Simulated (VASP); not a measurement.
# Pd (Fm-3m) in VASP: further runs

Pd is run at these levels: PBE; tasks: single point.

Program: VASP 6.6.1. These are calculated values, not measurements. Logs are shortened: lines on timing, memory, paths and dates and some standing lists are left out, and cuts for length are marked.

## 1. The cell of the first run

The structure is cubic, space group Fm-3m (No. 225). The conventional cell has a = 3.815 Å, b = 3.815 Å, c = 3.815 Å, α = 90.00°, β = 90.00°, γ = 90.00°. Within 3.6 Å of Pd (site symmetry m-3m) lie 12 Pd at 2.70 Å.

## 2. Single point, PBE

INCAR reads:

```
  PREC = Accurate
  ENCUT = 520
  EDIFF = 1E-7
  ISMEAR = -1
  SIGMA = 0.08
  LREAL = False
  LASPH = True
  NELM = 60
  ALGO = Normal
  ISIF = 2
  LWAVE = False
  LCHARG = False
  GGA = PE
  NBANDS = 11
```

KPOINTS reads:

```
regular mesh
0
Gamma
  17 17 17
```

POSCAR reads:

```
Pd
1.0
    0.0000000000      1.9075452473      1.9075452473
    1.9075452473      0.0000000000      1.9075452473
    1.9075452473      1.9075452473      0.0000000000
Pd
1
Direct
    0.0000000000      0.0000000000      0.0000000000
```

Potentials or basis: VASP PAW PBE potentials, release 64 (Pd).

Run with:

```bash
> cat potpaw_PBE.64/Pd/POTCAR > POTCAR
> mpirun -np 1 vasp_std > vasp.out
```

OUTCAR:

```text
PREC = Accurate
   ENCUT = 520
   EDIFF = 1E-7
   ISMEAR = -1
   LREAL = False
   LASPH = True
   NELM = 60
   ISIF = 2
   GGA = PE

 ion  position               nearest neighbor table
   1  0.000  0.000  0.000-

  LATTYP: Found a face centered cubic cell.
 ALAT       =     3.8150904946

  Lattice vectors:

 A1 = (   0.0000000000,   1.9075452473,   1.9075452473)
 A2 = (   1.9075452473,   0.0000000000,   1.9075452473)
 A3 = (   1.9075452473,   1.9075452473,   0.0000000000)

Analysis of symmetry for initial positions (statically):
=====================================================================
 Subroutine PRICEL returns:
 Original cell was already a primitive cell.

 Routine SETGRP: Setting up the symmetry group for a
 face centered cubic supercell.

 Subroutine GETGRP returns: Found 48 space group operations
 (whereof 48 operations were pure point group operations)
 out of a pool of 48 trial point group operations.

The static configuration has the point symmetry O_h .

Analysis of symmetry for dynamics (positions and initial velocities):
=====================================================================
 Subroutine PRICEL returns:
 Original cell was already a primitive cell.

 Routine SETGRP: Setting up the symmetry group for a
 face centered cubic supercell.

 Subroutine GETGRP returns: Found 48 space group operations
 (whereof 48 operations were pure point group operations)
 out of a pool of 48 trial point group operations.

The dynamic configuration has the point symmetry O_h .

 Subroutine INISYM returns: Found 48 space group operations
 (whereof 48 operations are pure point group operations),
 and found     1 'primitive' translations

----------------------------------------------------------------------------------------

                                     Primitive cell

  volume of cell :      13.8821

  direct lattice vectors                    reciprocal lattice vectors
     0.000000000  1.907545247  1.907545247    -0.262116980  0.262116980  0.262116980
     1.907545247  0.000000000  1.907545247     0.262116980 -0.262116980  0.262116980
     1.907545247  1.907545247  0.000000000     0.262116980  0.262116980 -0.262116980

  length of vectors
     2.697676360  2.697676360  2.697676360     0.453999927  0.453999927  0.453999927

  position of ions in fractional coordinates (direct lattice)
     0.000000000  0.000000000  0.000000000

  ion indices of the primitive-cell ions
   primitive index   ion index
                 1           1

----------------------------------------------------------------------------------------

 KPOINTS: regular mesh

Automatic generation of k-mesh.
 Grid dimensions read from file:
 generate k-points for:   17   17   17

 Generating k-lattice:

  Cartesian coordinates                     Fractional coordinates (reciprocal lattice)
    -0.015418646  0.015418646  0.015418646     0.058823529  0.000000000  0.000000000
     0.015418646 -0.015418646  0.015418646     0.000000000  0.058823529  0.000000000
     0.015418646  0.015418646 -0.015418646     0.000000000  0.000000000  0.058823529

  Length of vectors
     0.026705878  0.026705878  0.026705878

  Shift w.r.t. Gamma in fractional coordinates (k-lattice)
     0.000000000  0.000000000  0.000000000

 Subroutine IBZKPT returns following result:
 ===========================================

 Found    165 irreducible k-points:

 Following reciprocal coordinates:
            Coordinates               Weight
  0.000000  0.000000  0.000000      1.000000
  0.058824  0.000000  0.000000      8.000000
  0.117647  0.000000  0.000000      8.000000
  0.176471  0.000000  0.000000      8.000000
  0.235294  0.000000  0.000000      8.000000
  0.294118  0.000000  0.000000      8.000000
[... 16 lines left out ...]
 -0.176471  0.058824  0.000000     24.000000
 -0.117647  0.058824  0.000000     24.000000
 [... further k-points ...]
   k-points           NKPTS =    165   k-points in BZ     NKDIM =    165   number of bands    NBANDS=     11
   number of dos      NEDOS =    301   number of ions     NIONS =      1
   total plane-waves  NPLWV =   8000
   dimension x,y,z NGX =    20 NGY =   20 NGZ =   20
   dimension x,y,z NGXF=    40 NGYF=   40 NGZF=   40
   ions per type =               1
   NGX,Y,Z   is equivalent  to a cutoff of  12.33, 12.33, 12.33 a.u.
   NGXF,Y,Z  is equivalent  to a cutoff of  24.65, 24.65, 24.65 a.u.
 SYSTEM =  unknown system
   PREC   = accura    normal or accurate (medium, high low for compatibility)
   ISTART =      0    job   : 0-new  1-cont  2-samecut
   ICHARG =      2    charge: 1-file 2-atom 10-const
   ISPIN  =      1    spin polarized calculation?
   LNONCOLLINEAR =      F non collinear calculations
   LSORBIT =      F    spin-orbit coupling
   LASPH  =      T    aspherical Exc in radial PAW
   ENCUT  =  520.0 eV  38.22 Ry    6.18 a.u.   5.02  5.02  5.02*2*pi/ulx,y,z
   NELM   =     60;   NELMIN=  2; NELMDL= -5     # of ELM steps
   EDIFF  = 0.1E-06   stopping-criterion for ELM
   LREAL  =      F    real-space projection
   EDIFFG = 0.1E-05   stopping-criterion for IOM
   NSW    =      0    number of steps for IOM
   IBRION =     -1    ionic relax: 0-MD 1-quasi-New 2-CG
   NFREE  =      0    steps in history (QN), initial steepest desc. (CG)
   ISIF   =      2    stress and relaxation
   ISYM   =      2    0-nonsym 1-usesym 2-fastsym
   POTIM  = 0.5000    time-step for ionic-motion
   TEBEG  =    0.0;   TEEND  =   0.0 temperature during run
   PSTRESS=    0.0 pullay stress
   NELECT =      10.0000    total number of electrons
   NUPDOWN=      -1.0000    fix difference up-down
   EMIN   =  10.00;   EMAX   =-10.00  energy-range for DOS
   EFERMI =   0.00;   METHOD = LEGACY
   ISMEAR =    -1;   SIGMA  =   0.08  broadening in eV -4-tet -1-fermi 0-gaus
   EFERMI_NEDOS =   21; number of points for ismear=-14 and -15
   IALGO  =     38    algorithm
   IMIX   =      4    mixing-type and parameters
     AMIX     =   0.40;   BMIX     =  1.00
     AMIX_MAG =   1.60;   BMIX_MAG =  1.00
  volume/ion in A,a.u.               =      13.88        93.68
  Fermi-wavevector in a.u.,A,eV,Ry     =   1.467540  2.773249 29.302514  2.153674
  Thomas-Fermi vector in A             =   2.583146
   LORBIT       =      0    0 simple, 1 ext, 2 COOP (PROOUT), +10 PAW based schemes
   GGA     = PE    functional components
   LHFCALC =     F    Hartree Fock is set to
   AEXX    =    0.0000 exact exchange contribution
   IVDW    =     0    specifies the selected vdW correction
   LEPSILON=     F    determine dielectric tensor
   LRPA    =     F    only Hartree local field effects (RPA)
 non-spin polarized calculation
  energy-cutoff  :      520.00
  volume of cell :       13.88
 maximum number of plane-waves:       383
   NGX =  9   NGY =  9   NGZ =  9

 number of electron      10.0000004 magnetization

 Free energy of the ion-electron system (eV)
  ---------------------------------------------------
  ext. energy  EPLUGINS =         0.00000000
  ---------------------------------------------------
  free energy    TOTEN  =        -5.15142910 eV

  energy without entropy =       -5.10739807  energy(sigma->0) =       -5.12941358

 E-fermi :  10.8434     XC(G=0): -13.5694

 val. band max:       10.8427851963   @ k =  -0.4706   0.2353   0.0000
 cond. band min:      10.8453021630   @ k =   0.4706   0.1176   0.0000
 fundamental gap:      0.0025169667
 Fermi energy:        10.8434224375

 k-point     1 :       0.0000    0.0000    0.0000
  band No.  band energies     occupation
      1       3.2239      2.00000
      2       7.7098      2.00000
      3       7.7098      2.00000
      4       7.7098      2.00000
      5       9.4867      2.00000
      6       9.4867      2.00000
      7      28.0473      0.00000
      8      33.1750      0.00000
      9      33.1750      0.00000
     10      33.1750      0.00000
     11      36.8037      0.00000

 k-point     2 :       0.0588    0.0000    0.0000
  band No.  band energies     occupation
      1       3.3568      2.00000
      2       7.6594      2.00000
      3       7.7577      2.00000
      4       7.7577      2.00000
      5       9.4625      2.00000
      6       9.4625      2.00000
      7      28.2055      0.00000
      8      32.3321      0.00000
      9      33.3422      0.00000
     10      33.3422      0.00000
     11      36.8275      0.00000

 k-point     3 :       0.1176    0.0000    0.0000
  band No.  band energies     occupation
      1       3.7378      2.00000
      2       7.5378      2.00000
      3       7.8804      2.00000
      4       7.8804      2.00000
      5       9.4146      2.00000
      6       9.4146      2.00000
      7      28.5770      0.00000
      8      30.6578      0.00000
      9      33.8185      0.00000
     10      33.8185      0.00000
     11      36.8409      0.00000

 k-point     4 :       0.1765    0.0000    0.0000
  band No.  band energies     occupation
      1       4.2965      2.00000
      2       7.4419      2.00000
      3       8.0072      2.00000
      4       8.0072      2.00000
      5       9.4200      2.00000
      6       9.4200      2.00000
      7      28.2927      0.00000
      8      29.4271      0.00000
      9      34.5175      0.00000
     10      34.5175      0.00000
     11      36.8602      0.00000
[... 239 lines left out ...]
 k-point    22 :      -0.2353    0.0588    0.0000
  band No.  band energies     occupation
      1       5.1033      2.00000
      2       7.5455      2.00000
      3       8.0494      2.00000
      4       8.0937      2.00000
      5       9.3991      2.00000
      6      10.0482      1.99990
      7      25.7822      0.00000
      8      29.2098      0.00000
      9      33.6708      0.00000
     10      35.9453      0.00000
     11      36.8229      0.00000

 k-point    23 :      -0.1765    0.0588    0.0000
  band No.  band energies     occupation
      1       4.6050      2.00000
      2       7.3371      2.00000
      3       8.0790      2.00000
      4       8.0967      2.00000
      5       9.2062      2.00000
      6       9.7209      2.00000
      7      27.8047      0.00000
      8      29.3939      0.00000
      9      33.5397      0.00000
     10      35.7105      0.00000
     11      36.4249      0.00000

 k-point    24 :      -0.1176    0.0588    0.0000
  band No.  band energies     occupation
      1       4.0207      2.00000
      2       7.4163      2.00000
      3       7.9662      2.00000
      4       8.0006      2.00000
      5       9.2316      2.00000
      6       9.5617      2.00000
      7      28.7840      0.00000
      8      30.0092      0.00000
      9      33.1575      0.00000
     10      34.6878      0.00000
     11      36.8375      0.00000

 [... further k-points ...]
[... 5 lines left out ...]
  --------------------------------------------------------------------------------------
  -------------------------------------------------------------------------------------
  Total        1.8669849      1.8669849      1.8669849     -0.0000000      0.0000000      0.0000000
  in kB      215.4749812    215.4749812    215.4749812     -0.0000000      0.0000000      0.0000000
  external PRESSURE =     215.4749812 kB  Pullay stress =       0.0000000 kB

 VOLUME and BASIS-vectors are now :
 -----------------------------------------------------------------------------
  energy-cutoff  :      520.00
  volume of cell :       13.88
      direct lattice vectors                 reciprocal lattice vectors
     0.000000000  1.907545247  1.907545247    -0.262116980  0.262116980  0.262116980
     1.907545247  0.000000000  1.907545247     0.262116980 -0.262116980  0.262116980
     1.907545247  1.907545247  0.000000000     0.262116980  0.262116980 -0.262116980

 POSITION                                       TOTAL-FORCE (eV/Angst)
 -----------------------------------------------------------------------------------
      0.00000      0.00000      0.00000         0.000000      0.000000      0.000000
 -----------------------------------------------------------------------------------
    total drift:                                0.000000      0.000000      0.000000

  FREE ENERGIE OF THE ION-ELECTRON SYSTEM (eV)
  ---------------------------------------------------
  free  energy   TOTEN  =        -5.1514290957 eV

  energy  without entropy=       -5.1073980715  energy(sigma->0) =       -5.12941358
```

Run time: 29 s. Hardware: 1 thread of Intel Xeon Platinum 8259CL at 2.50GHz (Skylake/Cascade Lake), shared host; peak memory 0.14 GiB.

What came out:

| Property | Result |
| --- | --- |
| Free energy | -5.1514 eV |
| Pressure | 21.5 GPa |
| Band gap on the k mesh | zero (band 5 reaches 11.14 eV, above the bottom of band 6 at 9.41 eV) |

## 3. Single point, PBE

INCAR reads:

```
SYSTEM = Pd
ALGO = Normal
EDIFF = 1E-7
ENCUT = 520
GGA = PE
ISIF = 2
ISMEAR = -1
LASPH = .TRUE.
LCHARG = .TRUE.
LELF = .TRUE.
LREAL = .FALSE.
LVHAR = .TRUE.
LWAVE = .FALSE.
NBANDS = 11
NELM = 100
PREC = Accurate
SIGMA = 0.08
```

KPOINTS reads:

```
k-points
0
G
  17 17 17
  0 0 0
```

POSCAR reads:

```
Pd
1.0
    0.0000000000      1.9073335008      1.9073335008
    1.9073335008      0.0000000000      1.9073335008
    1.9073335008      1.9073335008      0.0000000000
Pd
1
Direct
    0.0000000000      0.0000000000      0.0000000000
```

Potentials or basis: VASP PAW PBE potentials, release 64 (Pd).

Run with:

```bash
> cat potpaw_PBE.64/Pd/POTCAR > POTCAR
> mpirun -np 1 vasp_std > vasp.out
```

Run time: 33 s. Hardware: 1 thread of Intel Xeon Platinum 8259CL at 2.50GHz (Skylake/Cascade Lake), shared host; peak memory 0.14 GiB.

The run converged. Its results:

* Free energy: -5.1508 eV
* Pressure: 21.6 GPa
* Band gap on the k mesh: zero (band 5 reaches 11.15 eV, above the bottom of band 6 at 9.42 eV)

Levels at points of the mesh, in eV from the Fermi level:
```tsv
k point	band 1	band 2	band 3	band 4	band 5	band 6	band 7	band 8	band 9	band 10
(0.00, 0.00, 0.00)	-7.62	-3.14	-3.14	-3.14	-1.36	-1.36	17.20	22.33	22.33	22.33
```
